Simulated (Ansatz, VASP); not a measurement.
**Two plane-wave programs on BN**

INCAR

```
ALGO = Normal
EDIFF = 1E-6
ENCUT = 600
GGA = PE
GGA_COMPAT = F
ISIF = 2
ISMEAR = 0
LASPH = T
LCHARG = T
LELF = T
LREAL = F
LVHAR = T
LWAVE = F
NBANDS = 16
NELM = 120
PREC = Accurate
SIGMA = 0.01
```

Contents of KPOINTS:

```
k-points
0
Gamma
  12 12 6
```

The input POSCAR:

```
BN
1.0
    2.5978779112      0.0000000000      0.0000000000
   -1.2989389556      2.2498282629      0.0000000000
    0.0000000000      0.0000000000      4.3014547907
B N
2 2
Direct
    0.6666666667      0.3333333333      0.0000000000
    0.3333333333      0.6666666667      0.5000000000
    0.6666666667      0.3333333333      0.3750000000
    0.3333333333      0.6666666667      0.8750000000
```

Input for Ansatz:

```yaml
crystal:
  lattice:
    - [2.597877911209162, 0.0, 0.0]
    - [-1.298938955604581, 2.2498282629427178, 0.0]
    - [0.0, 0.0, 4.3014547906811]
  atoms:
    - { symbol: B, position: [0.6666666666666666, 0.3333333333333333, 0.0] }
    - { symbol: B, position: [0.3333333333333333, 0.6666666666666666, 0.5] }
    - { symbol: "N", position: [0.6666666666666666, 0.3333333333333333, 0.375] }
    - { symbol: "N", position: [0.3333333333333333, 0.6666666666666666, 0.875] }
basis:
  ecutwfc: 500.0
kpoints:
  mp_grid:
    grid: [12, 12, 6]
scf:
  occupations:
    method: fixed
output:
  stress: true
```

Alike in both runs: task single point; functional PBE; k mesh 12 × 12 × 6; no spin polarisation.

|  | VASP | Ansatz |
| --- | --- | --- |
| version | VASP 6.6.1 | Ansatz 0.2.0 |
| potentials or method | VASP PAW PBE potentials, release 64 (B, N), cutoff 600 eV | plane waves, PAW |
| occupations | gaussian, width 0.01 eV | fixed |
| valence electrons in the cell | 16 | 16 |

Ansatz gave:

| Property | Result |
| --- | --- |
| pressure (GPa) | -17.4 |
| traceless stress, the component that is largest in VASP (GPa) | -0.77 |

**Question.** Which values does VASP return?

**Answer.** Pressure (GPa): -17.6; traceless stress, the component that is largest in VASP (GPa): -0.78.
